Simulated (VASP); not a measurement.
Wanted: the native input for a VASP 6.6.1 run.

| Item | Value |
| --- | --- |
| Task | single point |
| Functional | PBEsol |
| Potentials or basis | VASP PAW PBE potentials, release 64 (Ge_d) |
| Cutoff | 500 eV |
| k mesh | 6 × 6 × 6 |
| Occupations | gaussian, width 0.1 eV |
| Spin | no spin polarisation |
| Dipole correction | no |
| Further INCAR settings | ALGO = Normal; EDIFF = 1e-06; NBANDS = 21 |

The structure of Ge lies in POSCAR:

```
Ge
1.0
    0.0000000000      2.8378641597      2.8378641597
    2.8378641597      0.0000000000      2.8378641597
    2.8378641597      2.8378641597      0.0000000000
Ge
2
Direct
    0.0000000000      0.0000000000      0.0000000000
    0.2500000000      0.2500000000      0.2500000000
```

These files were run (other wordings do the same):

INCAR

```
SYSTEM = Ge
ALGO = Normal
EDIFF = 1E-6
ENCUT = 500
GGA = PS
GGA_COMPAT = .False.
ISIF = 2
ISMEAR = 0
LASPH = .True.
LCHARG = .True.
LELF = .True.
LREAL = .False.
LVHAR = .True.
LWAVE = .False.
NBANDS = 21
NELM = 120
PREC = Accurate
SIGMA = 0.1
```

KPOINTS

```
k-points
0
Gamma
  6 6 6
  0 0 0
```

Potentials or basis: VASP PAW PBE potentials, release 64 (Ge_d).

The run is started by

```sh
$ cat potpaw_PBE.64/Ge_d/POTCAR > POTCAR
$ mpirun -np 1 vasp_std > vasp.out
```

Results of the run:

- Pressure: 0.0 GPa
- Band gap on the k mesh: zero (filled and empty bands touch)

Caveat: semilocal functionals underestimate gaps, so a narrow gap can read as zero; the PAW data sets were made with another functional, which shifts forces and pressure a little.

Run time: 13 s on 1 thread of Intel(R) Xeon(R) Platinum 8375C CPU @ 2.90GHz (Ice Lake), with other jobs on the host, peak memory 0.16 GiB.
